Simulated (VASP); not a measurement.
# SiC (P1) in VASP: single point with r2SCAN

Aim: the single point of SiC with r2SCAN.

Program: VASP 6.6.1. These are calculated values, not measurements. Logs are shortened: lines on timing, memory, paths and dates and some standing lists are left out, and cuts for length are marked.

## (1) The cell of the first run

The typed cell holds 4 atoms: a = 3.075 Å, b = 3.075 Å, c = 5.048 Å, α = 90.00°, β = 90.00°, γ = 120.00°.

## (2) Single point, r2SCAN (atom 3 (C) moved by (-0.100, -0.100) A along [1 1 0] and z)

The input, POSCAR:

```
SiC
1.0
    3.0751950076      0.0000000000      0.0000000000
   -1.5375975038      2.6631969982      0.0000000000
    0.0000000000      0.0000000000      5.0481668526
Si C
2 2
Direct
    0.3333333333      0.6666666667      0.0046028828
    0.6666666667      0.3333333333      0.5046028828
    0.2970639238      0.6401156161      0.3605879463
    0.6666666667      0.3333333333      0.8803971172
```

The input, INCAR.step1:

```
PREC = Accurate ; ENCUT = 520
ISMEAR = 0 ; SIGMA = 0.05
LREAL = False ; LASPH = True
NELM = 60 ; NBANDS = 16
GGA = PE ; ALGO = Normal
EDIFF = 1E-4 ; LWAVE = True
LCHARG = False
```

The input, INCAR.step2:

```
PREC = Accurate ; ENCUT = 520
EDIFF = 1E-7 ; ISMEAR = 0
SIGMA = 0.05 ; LREAL = False
LASPH = True ; NELM = 60
ALGO = Normal ; ISIF = 2
LWAVE = False ; LCHARG = True
METAGGA = R2SCAN ; LMIXTAU = True
LELF = True ; LVHAR = True
NBANDS = 16 ; ISTART = 1
```

The input, KPOINTS:

```
Automatic mesh
0
Gamma
  12 12 6
```

Potentials or basis: VASP PAW PBE potentials, release 64 (Si, C).

Command:

```sh
$ cat potpaw_PBE.64/Si/POTCAR potpaw_PBE.64/C/POTCAR > POTCAR
$ cp INCAR.step1 INCAR
$ mpirun -np 1 vasp_std > vasp.out
$ cp INCAR.step2 INCAR
$ mpirun -np 1 vasp_std > vasp.out
```

OUTCAR:

```text
PREC = Accurate
   ENCUT = 520
   EDIFF = 1E-7
   ISMEAR = 0
   LREAL = False
   LASPH = True
   NELM = 60
   ISIF = 2
   METAGGA = R2SCAN
   ISTART = 1

 ion  position               nearest neighbor table
   1  0.333  0.667  0.005-   3 1.80   4 1.88   4 1.88   4 1.88   2 3.09   2 3.09   2 3.09   2 3.09
                             2 3.09   2 3.09
   2  0.667  0.333  0.505-   3 1.83   4 1.90   3 1.94   3 1.99   1 3.09   1 3.09   1 3.09   1 3.09
                             1 3.09   1 3.09
   3  0.297  0.640  0.361-   1 1.80   2 1.83   2 1.94   2 1.99
   4  0.667  0.333  0.880-   1 1.88   1 1.88   1 1.88   2 1.90

  LATTYP: Found a hexagonal cell.
 ALAT       =     3.0751950076
 C/A-ratio  =     1.6415761733

  Lattice vectors:

 A1 = (   3.0751950076,   0.0000000000,   0.0000000000)
 A2 = (  -1.5375975038,   2.6631969982,   0.0000000000)
 A3 = (   0.0000000000,   0.0000000000,   5.0481668526)

Analysis of symmetry for initial positions (statically):
=====================================================================
 Subroutine PRICEL returns:
 Original cell was already a primitive cell.

 Routine SETGRP: Setting up the symmetry group for a
 hexagonal supercell.

 Subroutine GETGRP returns: Found  1 space group operations
 (whereof  1 operations were pure point group operations)
 out of a pool of 24 trial point group operations.

The static configuration has the point symmetry C_1 .

Analysis of symmetry for dynamics (positions and initial velocities):
=====================================================================
 Subroutine PRICEL returns:
 Original cell was already a primitive cell.

 Routine SETGRP: Setting up the symmetry group for a
 hexagonal supercell.

 Subroutine GETGRP returns: Found  1 space group operations
 (whereof  1 operations were pure point group operations)
 out of a pool of 24 trial point group operations.

The dynamic configuration has the point symmetry C_1 .

 Subroutine INISYM returns: Found  1 space group operations
 (whereof  1 operations are pure point group operations),
 and found     1 'primitive' translations

----------------------------------------------------------------------------------------

                                     Primitive cell

  volume of cell :      41.3437

  direct lattice vectors                    reciprocal lattice vectors
     3.075195008  0.000000000  0.000000000     0.325182630  0.187744279  0.000000000
    -1.537597504  2.663196998  0.000000000     0.000000000  0.375488558  0.000000000
     0.000000000  0.000000000  5.048166853     0.000000000  0.000000000  0.198091709

  length of vectors
     3.075195008  3.075195008  5.048166853     0.375488558  0.375488558  0.198091709

  position of ions in fractional coordinates (direct lattice)
     0.333333333  0.666666667  0.004602883
     0.666666667  0.333333333  0.504602883
     0.297063924  0.640115616  0.360587946
     0.666666667  0.333333333  0.880397117

  ion indices of the primitive-cell ions
   primitive index   ion index
                 1           1
                 2           2
                 3           3
                 4           4

----------------------------------------------------------------------------------------

 KPOINTS: Automatic mesh

Automatic generation of k-mesh.
 Grid dimensions read from file:
 generate k-points for:   12   12    6

 Generating k-lattice:

  Cartesian coordinates                     Fractional coordinates (reciprocal lattice)
     0.027098552  0.015645357  0.000000000     0.083333333 -0.000000000  0.000000000
     0.000000000  0.031290713  0.000000000     0.000000000  0.083333333  0.000000000
     0.000000000  0.000000000  0.033015285     0.000000000  0.000000000  0.166666667

  Length of vectors
     0.031290713  0.031290713  0.033015285

  Shift w.r.t. Gamma in fractional coordinates (k-lattice)
     0.000000000  0.000000000  0.000000000

 Subroutine IBZKPT returns following result:
 ===========================================

 Found    436 irreducible k-points:

 Following reciprocal coordinates:
            Coordinates               Weight
  0.000000  0.000000  0.000000      1.000000
  0.083333  0.000000  0.000000      2.000000
  0.000000  0.083333  0.000000      2.000000
 -0.083333  0.083333  0.000000      2.000000
  0.166667  0.000000  0.000000      2.000000
  0.000000  0.166667  0.000000      2.000000
[... 16 lines left out ...]
  0.166667  0.083333  0.000000      2.000000
 -0.083333  0.250000  0.000000      2.000000
 [... further k-points ...]
   k-points           NKPTS =    436   k-points in BZ     NKDIM =    436   number of bands    NBANDS=     16
   number of dos      NEDOS =    301   number of ions     NIONS =      4
   total plane-waves  NPLWV =  23040
   dimension x,y,z NGX =    24 NGY =   24 NGZ =   40
   dimension x,y,z NGXF=    48 NGYF=   48 NGZF=   80
   ions per type =               2   2
   NGX,Y,Z   is equivalent  to a cutoff of  12.97, 12.97, 13.17 a.u.
   NGXF,Y,Z  is equivalent  to a cutoff of  25.95, 25.95, 26.35 a.u.
 SYSTEM =  unknown system
   PREC   = accura    normal or accurate (medium, high low for compatibility)
   ISTART =      1    job   : 0-new  1-cont  2-samecut
   ICHARG =      0    charge: 1-file 2-atom 10-const
   ISPIN  =      1    spin polarized calculation?
   LNONCOLLINEAR =      F non collinear calculations
   LSORBIT =      F    spin-orbit coupling
   LASPH  =      T    aspherical Exc in radial PAW
   ENCUT  =  520.0 eV  38.22 Ry    6.18 a.u.   5.72  5.72  9.39*2*pi/ulx,y,z
   NELM   =     60;   NELMIN=  2; NELMDL=  0     # of ELM steps
   EDIFF  = 0.1E-06   stopping-criterion for ELM
   LREAL  =      F    real-space projection
   EDIFFG = 0.1E-05   stopping-criterion for IOM
   NSW    =      0    number of steps for IOM
   IBRION =     -1    ionic relax: 0-MD 1-quasi-New 2-CG
   NFREE  =      0    steps in history (QN), initial steepest desc. (CG)
   ISIF   =      2    stress and relaxation
   ISYM   =      2    0-nonsym 1-usesym 2-fastsym
   POTIM  = 0.5000    time-step for ionic-motion
   TEBEG  =    0.0;   TEEND  =   0.0 temperature during run
   PSTRESS=    0.0 pullay stress
   NELECT =      16.0000    total number of electrons
   NUPDOWN=      -1.0000    fix difference up-down
   EMIN   =  10.00;   EMAX   =-10.00  energy-range for DOS
   EFERMI =   0.00;   METHOD = LEGACY
   ISMEAR =     0;   SIGMA  =   0.05  broadening in eV -4-tet -1-fermi 0-gaus
   EFERMI_NEDOS =   21; number of points for ismear=-14 and -15
   IALGO  =     38    algorithm
   IMIX   =      4    mixing-type and parameters
     AMIX     =   0.40;   BMIX     =  1.00
     AMIX_MAG =   1.60;   BMIX_MAG =  1.00
  volume/ion in A,a.u.               =      10.34        69.75
  Fermi-wavevector in a.u.,A,eV,Ry     =   1.193012  2.254466 19.364879  1.423278
  Thomas-Fermi vector in A             =   2.329037
   LORBIT       =      0    0 simple, 1 ext, 2 COOP (PROOUT), +10 PAW based schemes
   METAGGA = R2SCAN    functional components
   LHFCALC =     F    Hartree Fock is set to
   AEXX    =    0.0000 exact exchange contribution
   IVDW    =     0    specifies the selected vdW correction
   LEPSILON=     F    determine dielectric tensor
   LRPA    =     F    only Hartree local field effects (RPA)
 non-spin polarized calculation
 Gauss-broadening in eV      SIGMA  =   0.05
  energy-cutoff  :      520.00
  volume of cell :       41.34
 maximum number of plane-waves:      1126
   NGX = 11   NGY = 11   NGZ = 19

 number of electron      16.0000000 magnetization

 Free energy of the ion-electron system (eV)
  ---------------------------------------------------
  ext. energy  EPLUGINS =         0.00000000
  ---------------------------------------------------
  free energy    TOTEN  =       -38.41512845 eV

  energy without entropy =      -38.41512845  energy(sigma->0) =      -38.41512845

 E-fermi :   8.6880     XC(G=0): -11.9317

 val. band max:        8.4432217798   @ k =   0.0000   0.0000   0.0000
 cond. band min:      10.5461000250   @ k =   0.3333   0.3333   0.0000
 fundamental gap:      2.1028782453
 Fermi energy:         8.6879717492

 k-point     1 :       0.0000    0.0000    0.0000
  band No.  band energies     occupation
      1      -8.2173      2.00000
      2      -4.5077      2.00000
      3      -1.0299      2.00000
      4       6.6241      2.00000
      5       7.0013      2.00000
      6       7.6822      2.00000
[... 8 lines left out ...]
     15      18.2060      0.00000
     16      19.6600      0.00000

 k-point     2 :       0.0833    0.0000    0.0000
  band No.  band energies     occupation
      1      -8.0920      2.00000
      2      -4.4040      2.00000
      3      -0.9148      2.00000
      4       5.9574      2.00000
      5       6.7590      2.00000
      6       7.5018      2.00000
[... 8 lines left out ...]
     15      17.9364      0.00000
     16      19.0761      0.00000

 k-point     3 :       0.0000    0.0833    0.0000
  band No.  band energies     occupation
      1      -8.0932      2.00000
      2      -4.4037      2.00000
      3      -0.9162      2.00000
      4       6.1715      2.00000
      5       6.5246      2.00000
      6       7.5563      2.00000
[... 8 lines left out ...]
     15      18.3567      0.00000
     16      19.0002      0.00000

 k-point     4 :      -0.0833    0.0833    0.0000
  band No.  band energies     occupation
      1      -8.0929      2.00000
      2      -4.4037      2.00000
      3      -0.9158      2.00000
      4       6.0896      2.00000
      5       6.6117      2.00000
      6       7.5613      2.00000
[... 8 lines left out ...]
     15      18.3049      0.00000
     16      19.0785      0.00000
[... 324 lines left out ...]
 k-point    22 :      -0.1667    0.0833    0.0000
  band No.  band energies     occupation
      1      -7.8439      2.00000
      2      -4.2017      2.00000
      3      -0.6897      2.00000
      4       5.0124      2.00000
      5       6.1188      2.00000
      6       7.0725      2.00000
[... 8 lines left out ...]
     15      18.2312      0.00000
     16      19.0163      0.00000

 k-point    23 :       0.1667    0.0833    0.0000
  band No.  band energies     occupation
      1      -7.3549      2.00000
      2      -3.8237      2.00000
      3      -0.2627      2.00000
      4       3.6082      2.00000
      5       5.1591      2.00000
      6       6.0891      2.00000
[... 8 lines left out ...]
     15      18.3753      0.00000
     16      19.4119      0.00000

 k-point    24 :      -0.0833    0.2500    0.0000
  band No.  band energies     occupation
      1      -7.3640      2.00000
      2      -3.8189      2.00000
      3      -0.2721      2.00000
      4       3.7861      2.00000
      5       5.0377      2.00000
      6       6.2314      2.00000
[... 8 lines left out ...]
     15      18.5691      0.00000
     16      19.5222      0.00000

 [... further k-points ...]
[... 5 lines left out ...]
  --------------------------------------------------------------------------------------
  -------------------------------------------------------------------------------------
  Total        0.2355982     -0.6816928      1.3707775      0.5316213     -0.4191760     -0.5487311
  in kB        9.1300458    -26.4173746     53.1212039     20.6017130    -16.2441641    -21.2647592
  external PRESSURE =      11.9446250 kB  Pullay stress =       0.0000000 kB

 VOLUME and BASIS-vectors are now :
 -----------------------------------------------------------------------------
  energy-cutoff  :      520.00
  volume of cell :       41.34
      direct lattice vectors                 reciprocal lattice vectors
     3.075195008  0.000000000  0.000000000     0.325182630  0.187744279  0.000000000
    -1.537597504  2.663196998  0.000000000     0.000000000  0.375488558  0.000000000
     0.000000000  0.000000000  5.048166853     0.000000000  0.000000000  0.198091709

 POSITION                                       TOTAL-FORCE (eV/Angst)
 -----------------------------------------------------------------------------------
     -0.00000      1.77546      0.02324        -0.128087     -0.125798     -1.190425
      1.53760      0.88773      2.54732        -1.215226     -0.992373     -0.837939
     -0.07071      1.70475      1.82031         1.347324      1.117020      2.685178
      1.53760      0.88773      4.44439        -0.004012      0.001151     -0.656814
 -----------------------------------------------------------------------------------
    total drift:                                0.000023      0.000002      0.000018

  FREE ENERGIE OF THE ION-ELECTRON SYSTEM (eV)
  ---------------------------------------------------
  free  energy   TOTEN  =       -38.4151284455 eV

  energy  without entropy=      -38.4151284455  energy(sigma->0) =      -38.41512845
```

Run time: 4.6 min. Hardware: 1 thread of Intel Xeon 6975P-C (Granite Rapids), shared host; peak memory 0.34 GiB.

Results:

```
Free energy            : -38.4151 eV
Pressure               : 1.2 GPa
Largest force          : 3.205 eV/Å
Band gap on the k mesh : 2.10 eV (least direct gap 4.23 eV)
```

Forces on the atoms (eV/Å):
```
Si  -0.128 -0.126 -1.190
Si  -1.215 -0.992 -0.838
C    1.347  1.117  2.685
C   -0.004  0.001 -0.657
```

Caveat: the cell differs from its parent crystal (atom 3 (C) moved by (-0.100, -0.100) A along [1 1 0] and z); the stress differs along the axes, from -3 to 5 GPa; the PAW data sets were made with another functional, which shifts forces and pressure a little.
